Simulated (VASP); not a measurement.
Runs of VASP 6.6.1 on Ti2NbB3. The structure is that of space group P4/mmm (No. 123), or close to it. The cells are those of the table. 

| task | cell | k mesh | cutoff (eV) | gap on the mesh (eV) | pressure (GPa) | relaxed volume (Å³/atom) | largest force (eV/Å) |
| --- | --- | --- | --- | --- | --- | --- | --- |
| relaxation of cell and atoms | relaxed from a = 2.830, b = 2.830, c = 10.532 Å, 6 atoms | 6 × 6 × 2 | 600 | none | 0.0 | (b) | 0.02 |
| single point | a = 2.830, b = 2.830, c = 10.532 Å, 6 atoms | 6 × 6 × 2 | 520 | none | 13.0 | - | 6.09 |
| single point | a = 2.673, b = 2.673, c = 9.745 Å, 6 atoms | 14 × 14 × 4 | 520 | none | -0.1 | - | 0.02 |
| single point | a = 2.675, b = 2.675, c = 9.709 Å, 6 atoms | 6 × 6 × 2 | 520 | none | -0.1 | - | (a) |
| relaxation of cell and atoms | relaxed from a = 2.675, b = 2.675, c = 9.709 Å, 6 atoms | 14 × 14 × 4 | 600 | none | 0.0 | 11.60 | - |

Alike in all rows: level PBE; potentials or basis VASP PAW PBE potentials, release 64 (Ti_sv, Nb_sv, B); no spin polarisation; smearing gaussian 0.1 eV.

Q: Estimate the missing entries.

A: (a) 0.01; (b) 11.86.

Caveats: some runs use coarse meshes; the volume moved by over 15 % at a fixed basis, so the end points are rough (some runs); forces of over 1 eV/Å act on the atoms, so gaps and moduli don't describe the material at rest (some runs).

A k mesh can miss the band edges, and the runs leave out spin-orbit coupling on Nb.

A gap of «none» marks levels without a gap at the run's occupations.
